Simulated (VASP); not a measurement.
# GaP (I-4m2) in VASP: notebook

GaP is run at these levels: LDA; tasks: electric field gradients.

Everything below comes from runs of VASP 6.6.1. Logs are shortened: lines on timing, memory, paths and dates and some standing lists are left out, and cuts for length are marked.

### Step 1. The cell of the first run

Symmetry: I-4m2, No. 119, tetragonal system. The conventional cell has a = 3.893 Å, b = 3.893 Å, c = 5.450 Å, α = 90.00°, β = 90.00°, γ = 90.00°. Ga (site symmetry -4m2) has 4 P at 2.38 Å within 3.1 Å. P (site symmetry -4m2) has 4 Ga at 2.38 Å within 3.1 Å.

### Step 2. Electric field gradients, LDA (equal xx and yy strain of +1 %)

Contents of INCAR:

```
SYSTEM = GaP
  PREC = Accurate
  ENCUT = 520
  EDIFF = 1E-8
  ISMEAR = -1
  SIGMA = 0.05
  LREAL = .False.
  LASPH = .True.
  NELM = 100
  ALGO = Normal
  ISIF = 2
  LWAVE = .False.
  LCHARG = .False.
  LEFG = .True.
  NBANDS = 16
```

Contents of KPOINTS:

```
Automatic mesh
0
Gamma
  10 10 10
  0 0 0
```

Contents of POSCAR:

```
GaP
1.0
    0.0000000000      2.7525025000      2.7252500000
    2.7525025000      0.0000000000      2.7252500000
    2.7525025000      2.7525025000      0.0000000000
Ga P
1 1
Direct
    0.0000000000      0.0000000000      0.0000000000
    0.7500000000      0.7500000000      0.7500000000
```

Potentials or basis: VASP PAW LDA potentials, release 64 (Ga_d, P).

Started as:

```
> cat potpaw_LDA.64/Ga_d/POTCAR potpaw_LDA.64/P/POTCAR > POTCAR
> mpirun -np 1 vasp_std > vasp.out
```

OUTCAR:

```text
SYSTEM = GaP
   PREC = Accurate
   ENCUT = 520
   EDIFF = 1E-8
   ISMEAR = -1
   LREAL = .False.
   LASPH = .True.
   NELM = 100
   ISIF = 2

 ion  position               nearest neighbor table
   1  0.000  0.000  0.000-   2 2.38   2 2.38   2 2.38   2 2.38
   2  0.750  0.750  0.750-   1 2.38   1 2.38   1 2.38   1 2.38

  LATTYP: Found a body centered tetragonal cell.
 ALAT       =     3.8926263660
 C/A-ratio  =     1.4002114479

  Lattice vectors:

 A1 = (   0.0000000000,  -2.7525025000,  -2.7252500000)
 A2 = (   0.0000000000,   2.7525025000,  -2.7252500000)
 A3 = (   2.7525025000,   0.0000000000,   2.7252500000)

Analysis of symmetry for initial positions (statically):
=====================================================================
 Subroutine PRICEL returns:
 Original cell was already a primitive cell.

 Routine SETGRP: Setting up the symmetry group for a
 body centered tetragonal supercell.

 Subroutine GETGRP returns: Found  8 space group operations
 (whereof  8 operations were pure point group operations)
 out of a pool of 16 trial point group operations.

The static configuration has the point symmetry D_2d.

Analysis of symmetry for dynamics (positions and initial velocities):
=====================================================================
 Subroutine PRICEL returns:
 Original cell was already a primitive cell.

 Routine SETGRP: Setting up the symmetry group for a
 body centered tetragonal supercell.

 Subroutine GETGRP returns: Found  8 space group operations
 (whereof  8 operations were pure point group operations)
 out of a pool of 16 trial point group operations.

The dynamic configuration has the point symmetry D_2d.

 Subroutine INISYM returns: Found  8 space group operations
 (whereof  8 operations are pure point group operations),
 and found     1 'primitive' translations

----------------------------------------------------------------------------------------

                                     Primitive cell

  volume of cell :      41.2945

  direct lattice vectors                    reciprocal lattice vectors
     0.000000000  2.752502500  2.725250000    -0.181652878  0.181652878  0.183469406
     2.752502500  0.000000000  2.725250000     0.181652878 -0.181652878  0.183469406
     2.752502500  2.752502500  0.000000000     0.181652878  0.181652878 -0.183469406

  length of vectors
     3.873403875  3.873403875  3.892626366     0.315684271  0.315684271  0.315684271

  position of ions in fractional coordinates (direct lattice)
     0.000000000  0.000000000  0.000000000
     0.750000000  0.750000000  0.750000000

  ion indices of the primitive-cell ions
   primitive index   ion index
                 1           1
                 2           2

----------------------------------------------------------------------------------------

 KPOINTS: Automatic mesh

Automatic generation of k-mesh.
 Grid dimensions read from file:
 generate k-points for:   10   10   10

 Generating k-lattice:

  Cartesian coordinates                     Fractional coordinates (reciprocal lattice)
    -0.018165288  0.018165288  0.018346941     0.100000000  0.000000000  0.000000000
     0.018165288 -0.018165288  0.018346941     0.000000000  0.100000000  0.000000000
     0.018165288  0.018165288 -0.018346941    -0.000000000 -0.000000000  0.100000000

  Length of vectors
     0.031568427  0.031568427  0.031568427

  Shift w.r.t. Gamma in fractional coordinates (k-lattice)
     0.000000000  0.000000000  0.000000000

 Subroutine IBZKPT returns following result:
 ===========================================

 Found    102 irreducible k-points:

 Following reciprocal coordinates:
            Coordinates               Weight
  0.000000  0.000000  0.000000      1.000000
  0.100000  0.000000  0.000000      8.000000
  0.200000  0.000000  0.000000      8.000000
  0.300000  0.000000  0.000000      8.000000
  0.400000 -0.000000  0.000000      8.000000
  0.500000  0.000000  0.000000      4.000000
[... 16 lines left out ...]
  0.300000  0.300000  0.000000      2.000000
  0.400000  0.300000  0.000000      8.000000
 [... further k-points ...]
   k-points           NKPTS =    102   k-points in BZ     NKDIM =    102   number of bands    NBANDS=     16
   number of dos      NEDOS =    301   number of ions     NIONS =      2
   total plane-waves  NPLWV =  27000
   dimension x,y,z NGX =    30 NGY =   30 NGZ =   30
   dimension x,y,z NGXF=    60 NGYF=   60 NGZF=   60
   ions per type =               1   1
   NGX,Y,Z   is equivalent  to a cutoff of  12.88, 12.88, 12.81 a.u.
   NGXF,Y,Z  is equivalent  to a cutoff of  25.75, 25.75, 25.62 a.u.
 SYSTEM =  GaP
   PREC   = accura    normal or accurate (medium, high low for compatibility)
   ISTART =      0    job   : 0-new  1-cont  2-samecut
   ICHARG =      2    charge: 1-file 2-atom 10-const
   ISPIN  =      1    spin polarized calculation?
   LNONCOLLINEAR =      F non collinear calculations
   LSORBIT =      F    spin-orbit coupling
   LASPH  =      T    aspherical Exc in radial PAW
   ENCUT  =  520.0 eV  38.22 Ry    6.18 a.u.   7.20  7.20  7.24*2*pi/ulx,y,z
   NELM   =    100;   NELMIN=  2; NELMDL= -5     # of ELM steps
   EDIFF  = 0.1E-07   stopping-criterion for ELM
   LREAL  =      F    real-space projection
   EDIFFG = 0.1E-06   stopping-criterion for IOM
   NSW    =      0    number of steps for IOM
   IBRION =     -1    ionic relax: 0-MD 1-quasi-New 2-CG
   NFREE  =      0    steps in history (QN), initial steepest desc. (CG)
   ISIF   =      2    stress and relaxation
   ISYM   =      2    0-nonsym 1-usesym 2-fastsym
   POTIM  = 0.5000    time-step for ionic-motion
   TEBEG  =    0.0;   TEEND  =   0.0 temperature during run
   PSTRESS=    0.0 pullay stress
   NELECT =      18.0000    total number of electrons
   NUPDOWN=      -1.0000    fix difference up-down
   EMIN   =  10.00;   EMAX   =-10.00  energy-range for DOS
   EFERMI =   0.00;   METHOD = LEGACY
   ISMEAR =    -1;   SIGMA  =   0.05  broadening in eV -4-tet -1-fermi 0-gaus
   EFERMI_NEDOS =   21; number of points for ismear=-14 and -15
   IALGO  =     38    algorithm
   IMIX   =      4    mixing-type and parameters
     AMIX     =   0.40;   BMIX     =  1.00
     AMIX_MAG =   1.60;   BMIX_MAG =  1.00
  volume/ion in A,a.u.               =      20.65       139.33
  Fermi-wavevector in a.u.,A,eV,Ry     =   1.241276  2.345672 20.963400  1.540766
  Thomas-Fermi vector in A             =   2.375681
   LORBIT       =      0    0 simple, 1 ext, 2 COOP (PROOUT), +10 PAW based schemes
   GGA     = CA    functional components
   LHFCALC =     F    Hartree Fock is set to
   AEXX    =    0.0000 exact exchange contribution
   IVDW    =     0    specifies the selected vdW correction
   LEPSILON=     F    determine dielectric tensor
   LRPA    =     F    only Hartree local field effects (RPA)
 non-spin polarized calculation
  energy-cutoff  :      520.00
  volume of cell :       41.29
 maximum number of plane-waves:      1124
 NGX is ok and might be reduce to    30
   NGX = 15   NGY = 15   NGZ = 15

 number of electron      17.9999997 magnetization

 Free energy of the ion-electron system (eV)
  ---------------------------------------------------
  ext. energy  EPLUGINS =         0.00000000
  ---------------------------------------------------
  free energy    TOTEN  =       -10.42478290 eV

  energy without entropy =      -10.42478289  energy(sigma->0) =      -10.42478290

 E-fermi :   5.0051     XC(G=0): -10.0762

 val. band max:        4.3373919242   @ k =   0.0000   0.0000   0.0000
 cond. band min:       5.7275059817   @ k =   0.4000   0.4000   0.0000
 fundamental gap:      1.3901140575
 Fermi energy:         5.0050879823

 k-point     1 :       0.0000    0.0000    0.0000
  band No.  band energies     occupation
      1     -10.3702      2.00000
      2     -10.3702      2.00000
      3     -10.3675      2.00000
      4     -10.2777      2.00000
      5     -10.2764      2.00000
      6      -8.0602      2.00000
[... 8 lines left out ...]
     15      13.9808      0.00000
     16      14.1577      0.00000
[... 419 lines left out ...]
 k-point    24 :       0.4000    0.3000    0.0000
  band No.  band energies     occupation
      1     -10.4530      2.00000
      2     -10.3257      2.00000
      3     -10.3239      2.00000
      4     -10.3010      2.00000
      5     -10.2606      2.00000
      6      -6.1031      2.00000
[... 8 lines left out ...]
     15      16.0126      0.00000
     16      17.7708      0.00000

 [... further k-points ...]

------------------------ aborting loop because EDIFF is reached ----------------------------------------

  FORCE on cell =-STRESS in cart. coord.  units (eV):
  Direction    XX          YY          ZZ          XY          YZ          ZX
  --------------------------------------------------------------------------------------
  -------------------------------------------------------------------------------------
  Total       -1.1270659     -1.1270659     -0.9324086      0.0000000      0.0000000      0.0000000
  in kB      -43.7288556    -43.7288556    -36.1763750      0.0000000      0.0000000      0.0000000
  external PRESSURE =     -41.2113620 kB  Pullay stress =       0.0000000 kB

 VOLUME and BASIS-vectors are now :
 -----------------------------------------------------------------------------
  energy-cutoff  :      520.00
  volume of cell :       41.29
      direct lattice vectors                 reciprocal lattice vectors
     0.000000000  2.752502500  2.725250000    -0.181652878  0.181652878  0.183469406
     2.752502500  0.000000000  2.725250000     0.181652878 -0.181652878  0.183469406
     2.752502500  2.752502500  0.000000000     0.181652878  0.181652878 -0.183469406

 POSITION                                       TOTAL-FORCE (eV/Angst)
 -----------------------------------------------------------------------------------
      0.00000      0.00000      0.00000         0.000000      0.000000     -0.000000
      4.12875      4.12875      4.08788         0.000000     -0.000000      0.000000
 -----------------------------------------------------------------------------------
    total drift:                                0.000000      0.000000     -0.000001

  FREE ENERGIE OF THE ION-ELECTRON SYSTEM (eV)
  ---------------------------------------------------
  free  energy   TOTEN  =       -10.4247829036 eV

  energy  without entropy=      -10.4247828918  energy(sigma->0) =      -10.42478290

 Electric field gradients (V/A^2)
---------------------------------------------------------------------
 ion       V_xx      V_yy      V_zz      V_xy      V_xz      V_yz
---------------------------------------------------------------------
   1      -0.868    -0.868     1.737    -0.002    -0.002    -0.002
   2       0.580     0.580    -1.161    -0.000    -0.000    -0.000
---------------------------------------------------------------------

 Electric field gradients after diagonalization (V/A^2)
 (convention: |V_zz| > |V_xx| > |V_yy|)
----------------------------------------------------------------------
 ion       V_xx      V_yy      V_zz     asymmetry (V_yy - V_xx)/ V_zz
----------------------------------------------------------------------
   1      -0.870    -0.867     1.737       0.002
   2       0.581     0.580    -1.161       0.000
----------------------------------------------------------------------

           NMR quadrupolar parameters

 Cq : quadrupolar parameter    Cq=e*Q*V_zz/h
 eta: asymmetry parameters     (V_yy - V_xx)/ V_zz
 Q  : nuclear electric quadrupole moment in mb (millibarn)
----------------------------------------------------------------------
 ion       Cq(MHz)       eta       Q (mb)
----------------------------------------------------------------------
   1       0.004       0.002       1.000
   2      -0.003       0.000       1.000
----------------------------------------------------------------------
```

Run time: 2.1 min. Hardware: 1 thread of Intel Xeon 8259CL, shared host; peak memory 0.19 GiB.

Results:

```yaml
Free_energy: -10.4248 eV
Pressure: -4.1 GPa
Band_gap_on_the_k_mesh: 1.39 eV (least direct gap 1.44 eV)
Largest_electric_field_gradient_by_atom: Ga +1.7; P -1.2 V/Å²
```

Levels at points of the mesh, in eV from the valence-band top:
| k point | band 7 | band 8 | band 9 | band 10 | band 11 | band 12 |
| --- | --- | --- | --- | --- | --- | --- |
| (0.00, 0.00, 0.00) | -0.05 | -0.05 | 0.00 | 1.44 | 3.75 | 3.77 |
| (0.50, 0.00, 0.00) | -6.63 | -1.18 | -1.10 | 1.42 | 4.56 | 4.64 |
| (0.50, 0.50, 0.00) | -6.74 | -2.72 | -2.72 | 1.46 | 1.60 | 10.26 |
| (0.50, 0.00, 0.50) | -6.80 | -2.66 | -2.65 | 1.52 | 1.70 | 10.26 |

Electric field gradients, principal values (V/Å²):
| atom | least | middle | greatest (by size) |
| --- | --- | --- | --- |
| 1 Ga | -0.867 | -0.870 | 1.737 |
| 2 P | 0.580 | 0.581 | -1.161 |

Caveat: the cell differs from its parent crystal (equal xx and yy strain of +1 %); the cell stands under tension; without QUAD_EFG the Cq values of the log hold for a quadrupole moment of 1 mb, not for the nuclei. A k mesh can miss the band edges.

[end of part 1 of 2]
